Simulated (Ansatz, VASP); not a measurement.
# BP in VASP and in Ansatz

```
B P
1.0
     0.00000    2.24138    2.24138
     2.24138    0.00000    2.24138
     2.24138    2.24138    0.00000
B P
1 1
Direct
  0.00000 0.00000 0.00000
  0.75000 0.75000 0.75000
```

Alike in both runs: task single point; functional PBEsol; dispersion D3(BJ); k mesh 8 × 8 × 8; occupations gaussian, width 0.05 eV; no spin polarisation.

|  | VASP | Ansatz |
| --- | --- | --- |
| version | VASP 6.6.1 | Ansatz 0.2.0 |
| potentials or method | VASP PAW PBE potentials, release 64 (B, P), cutoff 520 eV | scalar-relativistic, plane waves, PAW |
| valence electrons in the cell | 8 | 8 |

|  | VASP | Ansatz | Ansatz less VASP |
| --- | --- | --- | --- |
| gap on the k mesh at the Fermi level (eV) | 1.12 | 1.12 | +0.004 |
| least direct gap on the mesh (eV) | 3.41 | 3.42 | +0.006 |
| pressure (GPa) | 0.8 | 0.7 | -0.11 |

VASP's potentials were made for PBE, not for PBEsol.
